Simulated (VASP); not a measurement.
Wanted: the native input for a VASP 6.6.1 run.

- Task: single point
- Functional: PBE
- Potentials or basis: VASP PAW PBE potentials, release 64 (In_d)
- Cutoff: 520 eV
- k mesh: 12 × 12 × 12
- Occupations: fermi-dirac, width 0.05 eV
- Spin: no spin polarisation
- Dipole correction: no
- Further INCAR settings: ALGO = Normal; EDIFF = 1e-06; NBANDS = 12

The structure of In lies in POSCAR:

```
In
1.0
    2.7159464493      0.0000000000      0.0000000000
    0.0000000000      2.7159464493      0.0000000000
    0.0000000000      0.0000000000      2.7159464493
In
1
Direct
    0.0000000000      0.0000000000      0.0000000000
```

This cell differs from its parent crystal: volume scaled by 0.68.

The input as run:

INCAR

```
PREC = Accurate ; ENCUT = 520
EDIFF = 1E-6 ; ISMEAR = -1
SIGMA = 0.05 ; LREAL = False
LASPH = True ; NELM = 100
ALGO = Normal ; ISIF = 2
LWAVE = False ; LCHARG = False
GGA = PE ; NBANDS = 12
```

KPOINTS

```
Automatic mesh
0
Gamma
  12 12 12
```

Potentials or basis: VASP PAW PBE potentials, release 64 (In_d).

Launch:

```bash
$ cat potpaw_PBE.64/In_d/POTCAR > POTCAR
$ mpirun -np 1 vasp_std > vasp.out
```

It gave:

```yaml
Pressure: 33.3 GPa
```

Run time: 6.8 s on 1 thread of Intel(R) Xeon(R) 6975P-C (Granite Rapids), with other jobs on the host, peak memory 0.13 GiB.
